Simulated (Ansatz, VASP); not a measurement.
**Two plane-wave programs on Al2Ga3N5**

```
Al Ga N
1.0
     3.12669    0.00000    0.00000
    -1.56335    2.70780    0.00000
     0.00000    0.00000   25.32112
Al Ga N
4 6 10
Direct
  0.33333 0.66667 0.60872
  0.66667 0.33333 0.70600
  0.33333 0.66667 0.80322
  0.66667 0.33333 0.90037
  0.33333 0.66667 0.00033
  0.66667 0.33333 0.10208
  0.33333 0.66667 0.20388
  0.66667 0.33333 0.30567
  0.33333 0.66667 0.40746
  0.66667 0.33333 0.50937
  0.33333 0.66667 0.07687
  0.66667 0.33333 0.17866
  0.33333 0.66667 0.28045
  0.66667 0.33333 0.38224
  0.33333 0.66667 0.48402
  0.66667 0.33333 0.58612
  0.33333 0.66667 0.68303
  0.66667 0.33333 0.78026
  0.33333 0.66667 0.87749
  0.66667 0.33333 0.97473
```

Alike in both runs: functional LDA; k mesh 8 × 8 × 1; no spin polarisation.

Ansatz relaxed the structure, and its values are those at the end. VASP's run is a single point on that final structure, the one shown.

```csv
,VASP,Ansatz
version,VASP 6.6.1,Ansatz 0.2.0
potentials or method,"VASP PAW LDA potentials, release 64 (Al, Ga_d, N)","scalar-relativistic, plane waves, PAW"
plane-wave cutoff (eV),520,420
occupations,"gaussian, width 0.01 eV",fixed
valence electrons in the cell,140,140
```

|  | VASP | Ansatz | Ansatz less VASP |
| --- | --- | --- | --- |
| gap on the k mesh at the Fermi level (eV) | 2.39 | 2.39 | -0.007 |
| least direct gap on the mesh (eV) | 2.39 | 2.39 | -0.007 |
| pressure (GPa) | 0.9 | 0.0 | -0.95 |
| rms of the force components (eV/Å) | 0.005 | 0.000 | -0.0049 |

LDA's correlation is that of Perdew and Zunger in VASP and of Perdew and Wang (1992) in Ansatz.
